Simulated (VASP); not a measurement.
# P (Imma) in VASP: further runs

P is run at these levels: PBEsol; tasks: single point.

Everything below comes from runs of VASP 6.6.1. Logs are shortened: lines on timing, memory, paths and dates and some standing lists are left out, and cuts for length are marked.

## (1) The cell of the first run

It takes space group Imma (No. 74, orthorhombic). Conventional cell: a = 3.383 Å, b = 5.030 Å, c = 3.420 Å, α = 90.00°, β = 90.00°, γ = 90.00°. P (site symmetry mm2) has 6 P at 2.16 to 2.68 Å within 2.9 Å.

## (2) Single point, PBEsol (strain +0.000 along x and y, -0.080 along z)

File INCAR:

```
SYSTEM = P
PREC     = Accurate       ! precision mode
ENCUT    = 520            ! plane-wave cutoff, eV
EDIFF    = 1E-6           ! SCF threshold, eV
ISMEAR   = 0              ! smearing method
SIGMA    = 0.15           ! smearing width, eV
LREAL    = .FALSE.        ! projectors in reciprocal space
LASPH    = .TRUE.         ! aspherical terms in the spheres
NELM     = 100            ! most SCF steps
ALGO     = Fast           ! electronic algorithm
ISIF     = 2              ! what is computed and relaxed
LWAVE    = .FALSE.        ! write WAVECAR
LCHARG   = .FALSE.        ! write CHGCAR
GGA      = PS             ! functional
NBANDS   = 12             ! bands
```

File KPOINTS:

```
regular mesh
0
G
  18 18 18
  0 0 0
```

File POSCAR:

```
P
1.0
   -1.6915100431      2.5151650373      1.7102286049
    1.6915100431     -2.5151650373      1.7102286049
    1.6915100431      2.5151650373     -1.7102286049
P
2
Direct
    0.8033091100      0.0533091100      0.7500000000
    0.1966908900      0.9466908900      0.2500000000
```

Potentials or basis: VASP PAW PBE potentials, release 64 (P).

Command:

```bash
$ cat potpaw_PBE.64/P/POTCAR > POTCAR
$ mpirun -np 1 vasp_std > vasp.out
```

OUTCAR:

```text
SYSTEM = P
   PREC = Accurate
   ENCUT = 520
   EDIFF = 1E-6
   ISMEAR = 0
   LREAL = .FALSE.
   LASPH = .TRUE.
   NELM = 100
   ISIF = 2
   GGA = PS

 ion  position               nearest neighbor table
   1  0.803  0.053  0.750-   2 2.16   2 2.16   2 2.54   2 2.54   2 2.68   2 2.68
   2  0.197  0.947  0.250-   1 2.16   1 2.16   1 2.54   1 2.54   1 2.68   1 2.68

  LATTYP: Found a body centered orthorhombic cell.
 ALAT       =     3.3830200862
 B/A-ratio  =     1.0110661843
 C/A-ratio  =     1.4869347348

  Lattice vectors:

 A1 = (  -1.6915100431,   2.5151650373,  -1.7102286049)
 A2 = (   1.6915100431,   2.5151650373,   1.7102286049)
 A3 = (   1.6915100431,  -2.5151650373,  -1.7102286049)

Analysis of symmetry for initial positions (statically):
=====================================================================
 Subroutine PRICEL returns:
 Original cell was already a primitive cell.

 Routine SETGRP: Setting up the symmetry group for a
 body centered orthorhombic supercell.

 Subroutine GETGRP returns: Found  8 space group operations
 (whereof  4 operations were pure point group operations)
 out of a pool of  8 trial point group operations.

The static configuration has the point symmetry C_2h.
 The point group associated with its full space group is D_2h.

Analysis of symmetry for dynamics (positions and initial velocities):
=====================================================================
 Subroutine PRICEL returns:
 Original cell was already a primitive cell.

 Routine SETGRP: Setting up the symmetry group for a
 body centered orthorhombic supercell.

 Subroutine GETGRP returns: Found  8 space group operations
 (whereof  4 operations were pure point group operations)
 out of a pool of  8 trial point group operations.

The dynamic configuration has the point symmetry C_2h.
 The point group associated with its full space group is D_2h.

 Subroutine INISYM returns: Found  8 space group operations
 (whereof  4 operations are pure point group operations),
 and found     1 'primitive' translations

----------------------------------------------------------------------------------------

                                     Primitive cell

  volume of cell :      29.1042

  direct lattice vectors                    reciprocal lattice vectors
    -1.691510043  2.515165037  1.710228605     0.000000000  0.198794112  0.292358576
     1.691510043 -2.515165037  1.710228605     0.295593870  0.000000000  0.292358576
     1.691510043  2.515165037 -1.710228605     0.295593870  0.198794112  0.000000000

  length of vectors
     3.480250461  3.480250461  3.480250461     0.353542976  0.415751456  0.356223013

  position of ions in fractional coordinates (direct lattice)
     0.803309110  0.053309110  0.750000000
     0.196690890  0.946690890  0.250000000

  ion indices of the primitive-cell ions
   primitive index   ion index
                 1           1
                 2           2

----------------------------------------------------------------------------------------

 KPOINTS: regular mesh

Automatic generation of k-mesh.
 Grid dimensions read from file:
 generate k-points for:   18   18   18

 Generating k-lattice:

  Cartesian coordinates                     Fractional coordinates (reciprocal lattice)
     0.000000000  0.011044117  0.016242143     0.055555556 -0.000000000  0.000000000
     0.016421882  0.000000000  0.016242143    -0.000000000  0.055555556  0.000000000
     0.016421882  0.011044117  0.000000000    -0.000000000  0.000000000  0.055555556

  Length of vectors
     0.019641276  0.023097303  0.019790167

  Shift w.r.t. Gamma in fractional coordinates (k-lattice)
     0.000000000  0.000000000  0.000000000

 Subroutine IBZKPT returns following result:
 ===========================================

 Found    865 irreducible k-points:

 Following reciprocal coordinates:
            Coordinates               Weight
  0.000000  0.000000  0.000000      1.000000
  0.055556  0.000000  0.000000      4.000000
  0.111111  0.000000  0.000000      4.000000
  0.166667  0.000000 -0.000000      4.000000
  0.222222  0.000000  0.000000      4.000000
  0.277778 -0.000000  0.000000      4.000000
[... 16 lines left out ...]
 -0.333333  0.055556  0.000000      8.000000
 -0.277778  0.055556  0.000000      8.000000
 [... further k-points ...]
   k-points           NKPTS =    865   k-points in BZ     NKDIM =    865   number of bands    NBANDS=     12
   number of dos      NEDOS =    301   number of ions     NIONS =      2
   total plane-waves  NPLWV =  21952
   dimension x,y,z NGX =    28 NGY =   28 NGZ =   28
   dimension x,y,z NGXF=    56 NGYF=   56 NGZF=   56
   ions per type =               2
   NGX,Y,Z   is equivalent  to a cutoff of  13.38, 13.38, 13.38 a.u.
   NGXF,Y,Z  is equivalent  to a cutoff of  26.75, 26.75, 26.75 a.u.
 SYSTEM =  P
   PREC   = accura    normal or accurate (medium, high low for compatibility)
   ISTART =      0    job   : 0-new  1-cont  2-samecut
   ICHARG =      2    charge: 1-file 2-atom 10-const
   ISPIN  =      1    spin polarized calculation?
   LNONCOLLINEAR =      F non collinear calculations
   LSORBIT =      F    spin-orbit coupling
   LASPH  =      T    aspherical Exc in radial PAW
   ENCUT  =  520.0 eV  38.22 Ry    6.18 a.u.   6.47  6.47  6.47*2*pi/ulx,y,z
   NELM   =    100;   NELMIN=  2; NELMDL= -5     # of ELM steps
   EDIFF  = 0.1E-05   stopping-criterion for ELM
   LREAL  =      F    real-space projection
   EDIFFG = 0.1E-04   stopping-criterion for IOM
   NSW    =      0    number of steps for IOM
   IBRION =     -1    ionic relax: 0-MD 1-quasi-New 2-CG
   NFREE  =      0    steps in history (QN), initial steepest desc. (CG)
   ISIF   =      2    stress and relaxation
   ISYM   =      2    0-nonsym 1-usesym 2-fastsym
   POTIM  = 0.5000    time-step for ionic-motion
   TEBEG  =    0.0;   TEEND  =   0.0 temperature during run
   PSTRESS=    0.0 pullay stress
   NELECT =      10.0000    total number of electrons
   NUPDOWN=      -1.0000    fix difference up-down
   EMIN   =  10.00;   EMAX   =-10.00  energy-range for DOS
   EFERMI =   0.00;   METHOD = LEGACY
   ISMEAR =     0;   SIGMA  =   0.15  broadening in eV -4-tet -1-fermi 0-gaus
   EFERMI_NEDOS =   21; number of points for ismear=-14 and -15
   IALGO  =     68    algorithm
   IMIX   =      4    mixing-type and parameters
     AMIX     =   0.40;   BMIX     =  1.00
     AMIX_MAG =   1.60;   BMIX_MAG =  1.00
  volume/ion in A,a.u.               =      14.55        98.20
  Fermi-wavevector in a.u.,A,eV,Ry     =   1.146629  2.166815 17.888383  1.314759
  Thomas-Fermi vector in A             =   2.283313
   LORBIT       =      0    0 simple, 1 ext, 2 COOP (PROOUT), +10 PAW based schemes
   GGA     = PS    functional components
   LHFCALC =     F    Hartree Fock is set to
   AEXX    =    0.0000 exact exchange contribution
   IVDW    =     0    specifies the selected vdW correction
   LEPSILON=     F    determine dielectric tensor
   LRPA    =     F    only Hartree local field effects (RPA)
 non-spin polarized calculation
 RMM-DIIS sequential band-by-band and
 Gauss-broadening in eV      SIGMA  =   0.15
  energy-cutoff  :      520.00
  volume of cell :       29.10
 maximum number of plane-waves:       803
 NGX is ok and might be reduce to    28
   NGX = 13   NGY = 13   NGZ = 13

 number of electron      10.0000000 magnetization

 number of electron       9.9999999 magnetization

 Free energy of the ion-electron system (eV)
  ---------------------------------------------------
  ext. energy  EPLUGINS =         0.00000000
  ---------------------------------------------------
  free energy    TOTEN  =       -11.42678074 eV

  energy without entropy =      -11.42288380  energy(sigma->0) =      -11.42483227

 E-fermi :   9.8994     XC(G=0): -11.3352

 val. band max:        9.8953468056   @ k =  -0.3333  -0.0556   0.0556
 cond. band min:       9.9046034406   @ k =  -0.0556  -0.1667   0.0556
 fundamental gap:      0.0092566350
 Fermi energy:         9.8993965981

 k-point     1 :       0.0000    0.0000    0.0000
  band No.  band energies     occupation
      1      -7.1560      2.00000
      2       6.3029      2.00000
      3       7.2417      2.00000
      4       8.0580      2.00000
      5       8.3638      2.00000
      6      11.5635      0.00000
      7      12.0158      0.00000
      8      14.3831      0.00000
      9      15.3758      0.00000
     10      16.3295      0.00000
     11      16.3612      0.00000
     12      17.3525      0.00000

 k-point     2 :       0.0556    0.0000    0.0000
  band No.  band energies     occupation
      1      -7.1062      2.00000
      2       6.2945      2.00000
      3       6.5226      2.00000
      4       8.0280      2.00000
      5       8.8840      2.00000
      6      11.5955      0.00000
      7      12.0289      0.00000
      8      14.4559      0.00000
      9      14.9297      0.00000
     10      15.6537      0.00000
     11      16.8729      0.00000
     12      17.6050      0.00000

 k-point     3 :       0.1111    0.0000    0.0000
  band No.  band energies     occupation
      1      -6.9570      2.00000
      2       5.3578      2.00000
      3       6.2722      2.00000
      4       7.9369      2.00000
      5       9.4363      1.99999
      6      11.6041      0.00000
      7      12.1227      0.00000
      8      13.9852      0.00000
      9      14.8438      0.00000
     10      15.2839      0.00000
     11      16.7433      0.00000
     12      18.5685      0.00000

 k-point     4 :       0.1667    0.0000   -0.0000
  band No.  band energies     occupation
      1      -6.7103      2.00000
      2       4.1244      2.00000
      3       6.2440      2.00000
      4       7.8228      2.00000
      5       9.6592      1.97645
      6      11.3754      0.00000
      7      12.3838      0.00000
      8      13.1338      0.00000
      9      15.3220      0.00000
     10      15.3674      0.00000
     11      16.6333      0.00000
     12      19.7523      0.00000

 k-point     5 :       0.2222    0.0000    0.0000
  band No.  band energies     occupation
      1      -6.3696      2.00000
      2       2.8960      2.00000
      3       6.2194      2.00000
      4       7.7208      2.00000
      5       9.6301      1.98889
      6      10.9949      0.00000
      7      12.3475      0.00000
      8      12.5764      0.00000
      9      15.8592      0.00000
     10      15.9868      0.00000
     11      16.8242      0.00000
     12      21.0714      0.00000
[... 228 lines left out ...]
      1      -4.6860      2.00000
      2      -0.6016      2.00000
      3       5.7516      2.00000
      4       7.9964      2.00000
      5       8.2406      2.00000
      6      10.3894      0.00000
      7      10.6759      0.00000
      8      12.6838      0.00000
      9      18.2724      0.00000
     10      19.0573      0.00000
     11      20.4814      0.00000
     12      23.0488      0.00000

 k-point    22 :      -0.3889    0.0556    0.0000
  band No.  band energies     occupation
      1      -5.2271      2.00000
      2       0.3247      2.00000
      3       5.7099      2.00000
      4       8.1189      2.00000
      5       8.4123      2.00000
      6      10.6486      0.00000
      7      10.8187      0.00000
      8      12.8922      0.00000
      9      17.2586      0.00000
     10      18.0787      0.00000
     11      19.4062      0.00000
     12      24.1138      0.00000

 k-point    23 :      -0.3333    0.0556    0.0000
  band No.  band energies     occupation
      1      -5.7453      2.00000
      2       1.3939      2.00000
      3       5.6998      2.00000
      4       8.0700      2.00000
      5       8.8338      2.00000
      6      10.7922      0.00000
      7      11.2559      0.00000
      8      13.0646      0.00000
      9      16.3122      0.00000
     10      17.2781      0.00000
     11      18.3503      0.00000
     12      22.9962      0.00000

 k-point    24 :      -0.2778    0.0556    0.0000
  band No.  band energies     occupation
      1      -6.1975      2.00000
      2       2.5498      2.00000
      3       5.7288      2.00000
      4       8.0407      2.00000
      5       9.2551      2.00000
      6      10.9662      0.00000
      7      11.7783      0.00000
      8      13.1278      0.00000
      9      15.5196      0.00000
     10      16.7807      0.00000
     11      17.3956      0.00000
     12      21.4844      0.00000

 [... further k-points ...]
[... 5 lines left out ...]
  --------------------------------------------------------------------------------------
  -------------------------------------------------------------------------------------
  Total        2.0068207     -0.7312228      3.1539746      0.0000000      0.0000000      0.0000000
  in kB      110.4749810    -40.2536350    173.6255150      0.0000000      0.0000000      0.0000000
  external PRESSURE =      81.2822870 kB  Pullay stress =       0.0000000 kB

 VOLUME and BASIS-vectors are now :
 -----------------------------------------------------------------------------
  energy-cutoff  :      520.00
  volume of cell :       29.10
      direct lattice vectors                 reciprocal lattice vectors
    -1.691510043  2.515165037  1.710228605     0.000000000  0.198794112  0.292358576
     1.691510043 -2.515165037  1.710228605     0.295593870  0.000000000  0.292358576
     1.691510043  2.515165037 -1.710228605     0.295593870  0.198794112  0.000000000

 POSITION                                       TOTAL-FORCE (eV/Angst)
 -----------------------------------------------------------------------------------
      0.00000      3.77275      0.18234        -0.000000     -0.000000     -1.429736
      1.69151     -1.25758      1.52789         0.000000      0.000000      1.429736
 -----------------------------------------------------------------------------------
    total drift:                                0.000000     -0.000000     -0.000000

  FREE ENERGIE OF THE ION-ELECTRON SYSTEM (eV)
  ---------------------------------------------------
  free  energy   TOTEN  =       -11.4267807378 eV

  energy  without entropy=      -11.4228837976  energy(sigma->0) =      -11.42483227
```

Wall time 7.6 min (1 thread of Oxide Virtual Turin-like, shared host); peak memory 0.29 GiB.

Results:

```
Free energy            : -11.4268 eV
Pressure               : 8.1 GPa
Largest force          : 1.430 eV/Å
Band gap on the k mesh : zero (bands 5 and 6 overlap by 1.59 eV)
```

Forces in eV/Å, atoms in the order of the input:
```
P    0.000  0.000 -1.430
P    0.000  0.000  1.430
```

Caveat: the cell differs from its parent crystal (strain +0.000 along x and y, -0.080 along z); the stress differs along the axes, from -4 to 17 GPa; the PAW data sets were made with another functional, which shifts forces and pressure a little.

## (3) Single point, PBEsol (strain -0.040 along x and y, +0.000 along z)

File INCAR:

```
ALGO = Fast
EDIFF = 1E-6
ENCUT = 520
GGA = PS
ISIF = 2
ISMEAR = 0
LASPH = T
LCHARG = F
LREAL = F
LWAVE = F
NBANDS = 12
NELM = 60
PREC = Accurate
SIGMA = 0.15
```

File KPOINTS:

```
k-points
0
Gamma
  18 18 18
```

File POSCAR:

```
P
1.0
   -1.6238496414      2.4145584358      1.8589441358
    1.6238496414     -2.4145584358      1.8589441358
    1.6238496414      2.4145584358     -1.8589441358
P
2
Direct
    0.8033091100      0.0533091100      0.7500000000
    0.1966908900      0.9466908900      0.2500000000
```

Potentials or basis: VASP PAW PBE potentials, release 64 (P).

Command:

```bash
$ cat potpaw_PBE.64/P/POTCAR > POTCAR
$ mpirun -np 1 vasp_std > vasp.out
```

Wall time 7.9 min (1 thread of Oxide Virtual Turin-like, shared host); peak memory 0.3 GiB.

Results (log left out):

| Quantity | Value |
| --- | --- |
| Free energy | -11.4712 eV |
| Pressure | 9.1 GPa |
| Largest force | 0.873 eV/Å |
| Band gap on the k mesh | zero (bands 5 and 6 overlap by 1.09 eV) |

Forces on the atoms (eV/Å):
```
P    0.000  0.000 -0.873
P    0.000  0.000  0.873
```

Stress tensor (GPa, compression positive):
```
12.26  0.00  0.00
 0.00 10.40  0.00
 0.00  0.00  4.53
```

Levels at points of the mesh, in eV from the Fermi level:
```
           k point  band 2  band 3  band 4  band 5  band 6  band 7  band 8  band 9
(0.00, 0.00, 0.00)   -3.45   -2.64   -2.54   -2.50    1.22    2.76    4.20    5.21
(0.50, 0.00, 0.00)  -11.79   -3.15   -1.80   -1.72    0.89    0.93    2.26    8.36
(0.00, 0.50, 0.00)  -10.58   -6.49   -5.69   -5.68   -0.14    6.81    8.25    8.59
(0.50, 0.50, 0.00)  -12.73   -3.86   -3.86   -0.28   -0.28    0.28    0.28   10.52
(0.50, 0.50, 0.50)   -9.20   -8.25   -6.01   -5.13   -0.16    7.15    9.29    9.46
```

Caveat: the cell differs from its parent crystal (strain -0.040 along x and y, +0.000 along z); the stress differs along the axes, from 5 to 12 GPa; the PAW data sets were made with another functional, which shifts forces and pressure a little.

## (4) Single point, PBEsol (strain -0.040 along x and y, +0.040 along z)

File INCAR:

```
PREC     = Accurate       # precision mode
ENCUT    = 520            # plane-wave cutoff, eV
EDIFF    = 1E-6           # SCF threshold, eV
ISMEAR   = 0              # smearing method
SIGMA    = 0.15           # smearing width, eV
LREAL    = False          # projectors in reciprocal space
LASPH    = True           # aspherical terms in the spheres
NELM     = 100            # most SCF steps
ALGO     = Fast           # electronic algorithm
ISIF     = 2              # what is computed and relaxed
LWAVE    = False          # write WAVECAR
LCHARG   = True           # write CHGCAR
GGA      = PS             # functional
LELF     = True           # ELF
LVHAR    = True         
NBANDS   = 12             # bands
```

File KPOINTS:

```
Automatic mesh
0
Gamma
  18 18 18
```

File POSCAR:

```
P
1.0
   -1.6238496414      2.4145584358      1.9333019012
    1.6238496414     -2.4145584358      1.9333019012
    1.6238496414      2.4145584358     -1.9333019012
P
2
Direct
    0.8033091100      0.0533091100      0.7500000000
    0.1966908900      0.9466908900      0.2500000000
```

Command:

```bash
$ cat potpaw_PBE.64/P/POTCAR > POTCAR
$ mpirun -np 1 vasp_std > vasp.out
```

Run time: 9.5 min. Hardware: 1 thread of Oxide Virtual Turin-like, shared host; peak memory 0.3 GiB.

Results (log left out):

```yaml
Free_energy: -11.4800 eV
Pressure: 4.5 GPa
Largest_force: 0.358 eV/Å
Band_gap_on_the_k_mesh: zero (bands 5 and 6 overlap by 1.10 eV)
```

Forces in eV/Å, atoms in the order of the input:
```
P    0.000  0.000 -0.358
P    0.000  0.000  0.358
```

Stress tensor (GPa, compression positive):
```
 6.68  0.00  0.00
 0.00  8.87  0.00
 0.00  0.00 -2.03
```

Levels at points of the mesh, in eV from the Fermi level:
```csv
k point,band 3,band 4,band 5,band 6,band 7,band 8
"(0.00, 0.00, 0.00)",-2.98,-2.83,-1.98,1.21,3.04,3.82
"(0.50, 0.00, 0.00)",-2.74,-1.73,-1.41,1.03,1.22,2.22
"(0.00, 0.50, 0.00)",-6.20,-5.51,-5.27,0.19,5.89,7.92
"(0.50, 0.50, 0.00)",-3.89,-3.89,-0.47,-0.47,0.52,0.52
"(0.50, 0.50, 0.50)",-8.59,-5.93,-4.60,0.29,6.79,9.09
```

Caveat: the cell differs from its parent crystal (strain -0.040 along x and y, +0.040 along z); the stress differs along the axes, from -2 to 9 GPa; the PAW data sets were made with another functional, which shifts forces and pressure a little.

## (5) Summary

```tsv
cell	gap on the mesh (eV)	pressure (GPa)	largest force (eV/Å)
a = 3.480 Å, angles 121.8, 87.4, 121.1°, 2 atoms	none	8.1	1.43
a = 3.453 Å, angles 123.9, 91.3, 114.9°, 2 atoms	none	9.1	0.87
a = 3.494 Å, angles 124.6, 92.6, 112.8°, 2 atoms	none	4.5	0.36
```

Alike in all rows: task single point; level PBEsol; potentials or basis VASP PAW PBE potentials, release 64 (P); no spin polarisation; k mesh 18 × 18 × 18; cutoff (eV) 520; smearing gaussian 0.15 eV.

Caveats: the PAW data sets were made with another functional, which shifts forces and pressure a little; the stress differs along the axes, from -4 to 17 GPa (at least some runs); the stress differs along the axes, from 5 to 12 GPa (at least some runs); the stress differs along the axes, from -2 to 9 GPa (at least some runs).

Absolute energies hang on the potentials; compare differences alone.
